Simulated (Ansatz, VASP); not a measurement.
**One calculation of In2O3, two programs**

INCAR

```
SYSTEM = In2O3
PREC = Accurate
ENCUT = 520
EDIFF = 1E-6
ISMEAR = 0
SIGMA = 0.02
LREAL = .FALSE.
LASPH = .TRUE.
NELM = 80
ALGO = Normal
ISIF = 2
LWAVE = .FALSE.
LCHARG = .FALSE.
GGA = PE
NBANDS = 55
```

The input KPOINTS:

```
Automatic mesh
0
G
  6 6 6
  0 0 0
```

File POSCAR:

```
In2O3
1.0
    2.7876176685      1.6094318113      4.9190313828
   -2.7876176685      1.6094318113      4.9190313828
    0.0000000000     -3.2188636226      4.9190313828
In O
4 6
Direct
    0.6427970984      0.6427970984      0.6427970984
    0.8572029016      0.8572029016      0.8572029016
    0.3572029016      0.3572029016      0.3572029016
    0.1427970984      0.1427970984      0.1427970984
    0.0465672021      0.7500000000      0.4534327979
    0.7500000000      0.4534327979      0.0465672021
    0.4534327979      0.0465672021      0.7500000000
    0.9534327979      0.2500000000      0.5465672021
    0.5465672021      0.9534327979      0.2500000000
    0.2500000000      0.5465672021      0.9534327979
```

Input for Ansatz:

```yaml
crystal:
  lattice:
    - [2.7876176685, 1.6094318113, 4.9190313828]
    - [-2.7876176685, 1.6094318113, 4.9190313828]
    - [0.0, -3.2188636226, 4.9190313828]
  atoms:
    - { symbol: In, position: [0.6427970984, 0.6427970984, 0.6427970984] }
    - { symbol: In, position: [0.8572029016, 0.8572029016, 0.8572029016] }
    - { symbol: In, position: [0.3572029016, 0.3572029016, 0.3572029016] }
    - { symbol: In, position: [0.1427970984, 0.1427970984, 0.1427970984] }
    - { symbol: O, position: [0.0465672021, 0.75, 0.4534327979] }
    - { symbol: O, position: [0.75, 0.4534327979, 0.0465672021] }
    - { symbol: O, position: [0.4534327979, 0.0465672021, 0.75] }
    - { symbol: O, position: [0.9534327979, 0.25, 0.5465672021] }
    - { symbol: O, position: [0.5465672021, 0.9534327979, 0.25] }
    - { symbol: O, position: [0.25, 0.5465672021, 0.9534327979] }
basis:
  ecutwfc: 420
  xc_grid: 2
kpoints:
  mp_grid: { grid: [6, 6, 6] }
  band_path: { path: [VBM, CBM], npoints: 2 }
hamiltonian:
  xc: pbe
scf:
  occupations: { method: gaussian, width: 0.02 }
output:
  forces: true
  stress: true
  eigenvalues: true
```

Alike in both runs: task single point; functional PBE; k mesh 6 × 6 × 6; occupations gaussian, width 0.02 eV; no spin polarisation.

|  | VASP | Ansatz |
| --- | --- | --- |
| version | VASP 6.6.1 | Ansatz 0.2.0 |
| potentials or method | VASP PAW PBE potentials, release 64 (In_d, O), cutoff 520 eV | scalar-relativistic, plane waves, PAW |
| valence electrons in the cell | 88 | 88 |

Ansatz gave:

```
gap on the k mesh at the Fermi level (eV)                     : 0.97
least direct gap on the mesh (eV)                             : 1.04
pressure (GPa)                                                : 0.0
traceless stress, the component that is largest in VASP (GPa) : 0.00
rms of the force components (eV/Å)                            : 0.001
```

Problem. What did VASP give for the same quantities?

Solution. gap on the k mesh at the Fermi level (eV): 0.96; least direct gap on the mesh (eV): 1.04; pressure (GPa): 0.4; traceless stress, the component that is largest in VASP (GPa): -0.11; rms of the force components (eV/Å): 0.007.

Atom by atom the forces differ by 0.007 eV/Å (rms over components).
